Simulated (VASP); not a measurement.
# Be2C (Fm-3m) in VASP: a series of runs

Be2C is run at these levels: PBE+D3(BJ); tasks: single point.

Everything below comes from runs of VASP 6.6.1. Logs are shortened: lines on timing, memory, paths and dates and some standing lists are left out, and cuts for length are marked.

## 1. The cell of the first run

The structure is cubic, space group Fm-3m (No. 225). Conventional cell: a = 4.443 Å, b = 4.443 Å, c = 4.443 Å, α = 90.00°, β = 90.00°, γ = 90.00°. Be (site symmetry -43m) has 4 C at 1.92 Å and 6 Be at 2.22 Å within 2.6 Å. C (site symmetry m-3m) has 8 Be at 1.92 Å within 2.6 Å.

## 2. Single point, PBE+D3(BJ)

The input, INCAR:

```
PREC = Accurate
ENCUT = 600
EDIFF = 1E-6
ISMEAR = 0
SIGMA = 0.01
LREAL = False
LASPH = True
NELM = 120
ALGO = Normal
ISIF = 2
LWAVE = False
LCHARG = False
GGA = PE
IVDW = 12
NBANDS = 11
GGA_COMPAT = False
```

The input, KPOINTS:

```
regular mesh
0
Gamma
  8 8 8
```

The input, POSCAR:

```
Be2C
1.0
    0.0000000000      2.2212587547      2.2212587547
    2.2212587547      0.0000000000      2.2212587547
    2.2212587547      2.2212587547      0.0000000000
Be C
2 1
Direct
    0.2500000000      0.2500000000      0.2500000000
    0.7500000000      0.7500000000      0.7500000000
    0.0000000000      0.0000000000      0.0000000000
```

Potentials or basis: VASP PAW PBE potentials, release 64 (Be, C).

Run with:

```console
> cat potpaw_PBE.64/Be/POTCAR potpaw_PBE.64/C/POTCAR > POTCAR
> mpirun -np 1 vasp_std > vasp.out
```

OUTCAR:

```text
PREC = Accurate
   ENCUT = 600
   EDIFF = 1E-6
   ISMEAR = 0
   LREAL = False
   LASPH = True
   NELM = 120
   ISIF = 2
   GGA = PE
   IVDW = 12
 IVDW          = 12

 ion  position               nearest neighbor table
   1  0.250  0.250  0.250-   3 1.92   3 1.92   3 1.92   3 1.92   2 2.22   2 2.22   2 2.22   2 2.22
                             2 2.22   2 2.22
   2  0.750  0.750  0.750-   3 1.92   3 1.92   3 1.92   3 1.92   1 2.22   1 2.22   1 2.22   1 2.22
                             1 2.22   1 2.22
   3  0.000  0.000  0.000-   2 1.92   2 1.92   2 1.92   1 1.92   2 1.92   1 1.92   1 1.92   1 1.92

  LATTYP: Found a face centered cubic cell.
 ALAT       =     4.4425175094

  Lattice vectors:

 A1 = (   0.0000000000,   2.2212587547,   2.2212587547)
 A2 = (   2.2212587547,   0.0000000000,   2.2212587547)
 A3 = (   2.2212587547,   2.2212587547,   0.0000000000)

Analysis of symmetry for initial positions (statically):
=====================================================================
 Subroutine PRICEL returns:
 Original cell was already a primitive cell.

 Routine SETGRP: Setting up the symmetry group for a
 face centered cubic supercell.

 Subroutine GETGRP returns: Found 48 space group operations
 (whereof 48 operations were pure point group operations)
 out of a pool of 48 trial point group operations.

The static configuration has the point symmetry O_h .

Analysis of symmetry for dynamics (positions and initial velocities):
=====================================================================
 Subroutine PRICEL returns:
 Original cell was already a primitive cell.

 Routine SETGRP: Setting up the symmetry group for a
 face centered cubic supercell.

 Subroutine GETGRP returns: Found 48 space group operations
 (whereof 48 operations were pure point group operations)
 out of a pool of 48 trial point group operations.

The dynamic configuration has the point symmetry O_h .

 Subroutine INISYM returns: Found 48 space group operations
 (whereof 48 operations are pure point group operations),
 and found     1 'primitive' translations

----------------------------------------------------------------------------------------

                                     Primitive cell

  volume of cell :      21.9193

  direct lattice vectors                    reciprocal lattice vectors
     0.000000000  2.221258755  2.221258755    -0.225097593  0.225097593  0.225097593
     2.221258755  0.000000000  2.221258755     0.225097593 -0.225097593  0.225097593
     2.221258755  2.221258755  0.000000000     0.225097593  0.225097593 -0.225097593

  length of vectors
     3.141334256  3.141334256  3.141334256     0.389880468  0.389880468  0.389880468

  position of ions in fractional coordinates (direct lattice)
     0.250000000  0.250000000  0.250000000
     0.750000000  0.750000000  0.750000000
     0.000000000  0.000000000  0.000000000

  ion indices of the primitive-cell ions
   primitive index   ion index
                 1           1
                 2           2
                 3           3

----------------------------------------------------------------------------------------

 KPOINTS: regular mesh

Automatic generation of k-mesh.
 Grid dimensions read from file:
 generate k-points for:    8    8    8

 Generating k-lattice:

  Cartesian coordinates                     Fractional coordinates (reciprocal lattice)
    -0.028137199  0.028137199  0.028137199     0.125000000  0.000000000  0.000000000
     0.028137199 -0.028137199  0.028137199     0.000000000  0.125000000  0.000000000
     0.028137199  0.028137199 -0.028137199     0.000000000  0.000000000  0.125000000

  Length of vectors
     0.048735059  0.048735059  0.048735059

  Shift w.r.t. Gamma in fractional coordinates (k-lattice)
     0.000000000  0.000000000  0.000000000

 Subroutine IBZKPT returns following result:
 ===========================================

 Found     29 irreducible k-points:

 Following reciprocal coordinates:
            Coordinates               Weight
  0.000000  0.000000  0.000000      1.000000
  0.125000  0.000000  0.000000      8.000000
  0.250000  0.000000  0.000000      8.000000
  0.375000  0.000000  0.000000      8.000000
  0.500000  0.000000  0.000000      4.000000
  0.125000  0.125000  0.000000      6.000000
[... 16 lines left out ...]
  0.500000  0.250000  0.125000     48.000000
 -0.375000  0.250000  0.125000     24.000000
 [... further k-points ...]
   k-points           NKPTS =     29   k-points in BZ     NKDIM =     29   number of bands    NBANDS=     11
   number of dos      NEDOS =    301   number of ions     NIONS =      3
   total plane-waves  NPLWV =  21952
   dimension x,y,z NGX =    28 NGY =   28 NGZ =   28
   dimension x,y,z NGXF=    56 NGYF=   56 NGZF=   56
   ions per type =               2   1
   NGX,Y,Z   is equivalent  to a cutoff of  14.82, 14.82, 14.82 a.u.
   NGXF,Y,Z  is equivalent  to a cutoff of  29.64, 29.64, 29.64 a.u.
 SYSTEM =  unknown system
   PREC   = accura    normal or accurate (medium, high low for compatibility)
   ISTART =      0    job   : 0-new  1-cont  2-samecut
   ICHARG =      2    charge: 1-file 2-atom 10-const
   ISPIN  =      1    spin polarized calculation?
   LNONCOLLINEAR =      F non collinear calculations
   LSORBIT =      F    spin-orbit coupling
   LASPH  =      T    aspherical Exc in radial PAW
   ENCUT  =  600.0 eV  44.10 Ry    6.64 a.u.   6.27  6.27  6.27*2*pi/ulx,y,z
   NELM   =    120;   NELMIN=  2; NELMDL= -5     # of ELM steps
   EDIFF  = 0.1E-05   stopping-criterion for ELM
   LREAL  =      F    real-space projection
[... 7 lines left out ...]
   TEBEG  =    0.0;   TEEND  =   0.0 temperature during run
   PSTRESS=    0.0 pullay stress
   NELECT =       8.0000    total number of electrons
   NUPDOWN=      -1.0000    fix difference up-down
   EMIN   =  10.00;   EMAX   =-10.00  energy-range for DOS
   EFERMI =   0.00;   METHOD = LEGACY
   ISMEAR =     0;   SIGMA  =   0.01  broadening in eV -4-tet -1-fermi 0-gaus
   EFERMI_NEDOS =   21; number of points for ismear=-14 and -15
   IALGO  =     38    algorithm
   IMIX   =      4    mixing-type and parameters
     AMIX     =   0.40;   BMIX     =  1.00
     AMIX_MAG =   1.60;   BMIX_MAG =  1.00
  volume/ion in A,a.u.               =       7.31        49.31
  Fermi-wavevector in a.u.,A,eV,Ry     =   1.169937  2.210860 18.622998  1.368752
  Thomas-Fermi vector in A             =   2.306402
   LORBIT       =      0    0 simple, 1 ext, 2 COOP (PROOUT), +10 PAW based schemes
   GGA     = PE    functional components
   LHFCALC =     F    Hartree Fock is set to
   AEXX    =    0.0000 exact exchange contribution
   IVDW    =    12    specifies the selected vdW correction
   LEPSILON=     F    determine dielectric tensor
   LRPA    =     F    only Hartree local field effects (RPA)
 non-spin polarized calculation
 Gauss-broadening in eV      SIGMA  =   0.01
  energy-cutoff  :      600.00
  volume of cell :       21.92
 maximum number of plane-waves:       745
 NGX is ok and might be reduce to    28
   NGX = 13   NGY = 13   NGZ = 13

 number of electron       8.0000000 magnetization

 Free energy of the ion-electron system (eV)
  ---------------------------------------------------
  ext. energy  EPLUGINS =         0.00000000
  ---------------------------------------------------
  free energy    TOTEN  =       -17.38539945 eV

  energy without entropy =      -17.38539945  energy(sigma->0) =      -17.38539945

 E-fermi :   7.0486     XC(G=0): -11.1391

 val. band max:        6.9998731579   @ k =   0.0000   0.0000   0.0000
 cond. band min:       8.1226627245   @ k =   0.5000   0.5000   0.0000
 fundamental gap:      1.1227895666
 Fermi energy:         7.0486175602

 k-point     1 :       0.0000    0.0000    0.0000
  band No.  band energies     occupation
      1      -7.4836      2.00000
      2       6.9999      2.00000
      3       6.9999      2.00000
      4       6.9999      2.00000
      5      10.9807      0.00000
      6      10.9807      0.00000
      7      10.9807      0.00000
      8      12.9126      0.00000
      9      19.5728      0.00000
     10      19.5728      0.00000
     11      19.5728      0.00000

 k-point     2 :       0.1250    0.0000    0.0000
  band No.  band energies     occupation
      1      -7.2460      2.00000
      2       5.2122      2.00000
      3       6.5898      2.00000
      4       6.5898      2.00000
      5      11.5773      0.00000
      6      11.5773      0.00000
      7      11.8818      0.00000
      8      13.6303      0.00000
      9      18.3080      0.00000
     10      18.3080      0.00000
     11      20.0557      0.00000

 k-point     3 :       0.2500    0.0000    0.0000
  band No.  band energies     occupation
      1      -6.5526      2.00000
      2       2.4038      2.00000
      3       5.9147      2.00000
      4       5.9147      2.00000
      5      12.2608      0.00000
      6      12.2608      0.00000
      7      12.5626      0.00000
      8      15.0798      0.00000
      9      17.8079      0.00000
     10      17.8079      0.00000
     11      21.2547      0.00000

 k-point     4 :       0.3750    0.0000    0.0000
  band No.  band energies     occupation
      1      -5.5193      2.00000
      2      -0.0497      2.00000
      3       5.4476      2.00000
      4       5.4476      2.00000
      5      12.0666      0.00000
      6      12.0666      0.00000
      7      13.0200      0.00000
      8      16.0144      0.00000
      9      19.3237      0.00000
     10      19.3237      0.00000
     11      22.2950      0.00000

 k-point     5 :       0.5000    0.0000    0.0000
  band No.  band energies     occupation
      1      -4.8054      2.00000
      2      -1.2535      2.00000
      3       5.2892      2.00000
      4       5.2892      2.00000
      5      11.8535      0.00000
      6      11.8535      0.00000
      7      13.2035      0.00000
      8      16.3388      0.00000
      9      20.6829      0.00000
     10      20.6829      0.00000
     11      22.7786      0.00000
[... 211 lines left out ...]
 k-point    21 :       0.5000    0.5000    0.0000
  band No.  band energies     occupation
      1      -4.0689      2.00000
      2       0.5040      2.00000
      3       2.5806      2.00000
      4       2.5806      2.00000
      5       8.1227      0.00000
      6      12.2100      0.00000
      7      19.4375      0.00000
      8      19.4375      0.00000
      9      21.1629      0.00000
     10      22.2937      0.00000
     11      22.2937      0.00000

 k-point    22 :       0.3750    0.2500    0.1250
  band No.  band energies     occupation
      1      -5.9659      2.00000
      2       2.2624      2.00000
      3       3.5276      2.00000
      4       5.1662      2.00000
      5      12.1888      0.00000
      6      12.5746      0.00000
      7      13.6120      0.00000
      8      15.2904      0.00000
      9      17.5186      0.00000
     10      21.5353      0.00000
     11      22.6585      0.00000

 k-point    23 :       0.5000    0.2500    0.1250
  band No.  band energies     occupation
      1      -5.0044      2.00000
      2       0.4231      2.00000
      3       3.0350      2.00000
      4       4.3227      2.00000
      5      11.9825      0.00000
      6      13.3398      0.00000
      7      14.6522      0.00000
      8      16.1591      0.00000
      9      18.5209      0.00000
     10      20.9651      0.00000
     11      23.1192      0.00000

 k-point    24 :      -0.3750    0.2500    0.1250
  band No.  band energies     occupation
      1      -4.3757      2.00000
      2      -0.5960      2.00000
      3       3.0815      2.00000
      4       3.8300      2.00000
      5      11.9432      0.00000
      6      13.1416      0.00000
      7      16.0875      0.00000
      8      17.0456      0.00000
      9      18.3473      0.00000
     10      19.9320      0.00000
     11      23.2284      0.00000

 [... further k-points ...]

------------------------ aborting loop because EDIFF is reached ----------------------------------------

 Edisp (eV)   -0.86520

 E8    (eV) :    -0.2888

  FORCE on cell =-STRESS in cart. coord.  units (eV):
  Direction    XX          YY          ZZ          XY          YZ          ZX
  --------------------------------------------------------------------------------------
  -------------------------------------------------------------------------------------
  Total      -2.73539    -2.73539    -2.73539     0.00000     0.00000    -0.00000
  in kB    -199.94088  -199.94088  -199.94088     0.00000     0.00000    -0.00000
  external pressure =     -199.94 kB  Pullay stress =        0.00 kB

 VOLUME and BASIS-vectors are now :
 -----------------------------------------------------------------------------
  energy-cutoff  :      600.00
  volume of cell :       21.92
      direct lattice vectors                 reciprocal lattice vectors
     0.000000000  2.221258755  2.221258755    -0.225097593  0.225097593  0.225097593
     2.221258755  0.000000000  2.221258755     0.225097593 -0.225097593  0.225097593
     2.221258755  2.221258755  0.000000000     0.225097593  0.225097593 -0.225097593

 POSITION                                       TOTAL-FORCE (eV/Angst)
 -----------------------------------------------------------------------------------
      1.11063      1.11063      1.11063        -0.000000     -0.000000      0.000000
      3.33189      3.33189      3.33189        -0.000000      0.000000     -0.000000
      0.00000      0.00000      0.00000         0.000000      0.000000      0.000000
 -----------------------------------------------------------------------------------
    total drift:                               -0.000000     -0.000000      0.000000

  FREE ENERGIE OF THE ION-ELECTRON SYSTEM (eV)
  ---------------------------------------------------
  free  energy   TOTEN  =       -18.2506013180 eV

  energy  without entropy=      -18.2506013180  energy(sigma->0) =      -18.25060132
```

It took 6.8 s on 1 thread of Intel Xeon Platinum 8559C (Emerald Rapids), shared host; peak memory 0.16 GiB.

Results:

```
Free energy                : -18.2506 eV
Pressure                   : -20.0 GPa
Band gap on the k mesh     : 1.12 eV, indirect (least direct gap 3.98 eV)
Dispersion energy per atom : -0.288 eV
```

Levels at points of the mesh, in eV from the valence-band top:
| k point | band 2 | band 3 | band 4 | band 5 | band 6 | band 7 |
| --- | --- | --- | --- | --- | --- | --- |
| (0.00, 0.00, 0.00) | 0.00 | 0.00 | 0.00 | 3.98 | 3.98 | 3.98 |
| (0.50, 0.00, 0.00) | -8.25 | -1.71 | -1.71 | 4.85 | 4.85 | 6.20 |
| (0.50, 0.50, 0.00) | -6.50 | -4.42 | -4.42 | 1.12 | 5.21 | 12.44 |

A k mesh can miss the band edges. As with any semilocal functional, this PBE gap is likely too small.

## 3. Single point, PBE+D3(BJ)

This run uses another cell than the first one, of 7.58 Å³/atom, 1.037 times its volume.

The input, INCAR:

```
SYSTEM = Be2C
ALGO = Normal
EDIFF = 1E-6
ENCUT = 600
GGA = PE
GGA_COMPAT = .FALSE.
ISIF = 2
ISMEAR = 0
IVDW = 12
LASPH = .TRUE.
LCHARG = .FALSE.
LREAL = .FALSE.
LWAVE = .FALSE.
NBANDS = 11
NELM = 120
PREC = Accurate
SIGMA = 0.01
```

The input, KPOINTS:

```
k-points
0
G
  8 8 8
  0 0 0
```

The input, POSCAR:

```
Be2C
1.0
    0.0000000000      2.2483499461      2.2483499461
    2.2483499461      0.0000000000      2.2483499461
    2.2483499461      2.2483499461      0.0000000000
Be C
2 1
Direct
    0.2500000000      0.2500000000      0.2500000000
    0.7500000000      0.7500000000      0.7500000000
    0.0000000000      0.0000000000      0.0000000000
```

Potentials or basis: VASP PAW PBE potentials, release 64 (Be, C).

Run with:

```console
> cat potpaw_PBE.64/Be/POTCAR potpaw_PBE.64/C/POTCAR > POTCAR
> mpirun -np 1 vasp_std > vasp.out
```

It took 6.3 s on 1 thread of Intel Xeon Platinum 8559C (Emerald Rapids), shared host; peak memory 0.16 GiB.

Results (log left out):

```
Free energy                : -18.1376 eV
Pressure                   : -24.7 GPa
Band gap on the k mesh     : 1.11 eV, indirect (least direct gap 3.91 eV)
Dispersion energy per atom : -0.278 eV
```

Levels at points of the mesh, in eV from the valence-band top:
| k point | band 1 | band 2 | band 3 | band 4 | band 5 | band 6 | band 7 | band 8 |
| --- | --- | --- | --- | --- | --- | --- | --- | --- |
| (0.00, 0.00, 0.00) | -14.23 | 0.00 | 0.00 | 0.00 | 3.91 | 3.91 | 3.91 | 5.53 |
| (0.50, 0.00, 0.00) | -11.64 | -8.04 | -1.66 | -1.66 | 4.78 | 4.78 | 5.84 | 9.12 |
| (0.50, 0.50, 0.00) | -10.91 | -6.37 | -4.28 | -4.28 | 1.11 | 4.98 | 12.07 | 12.07 |
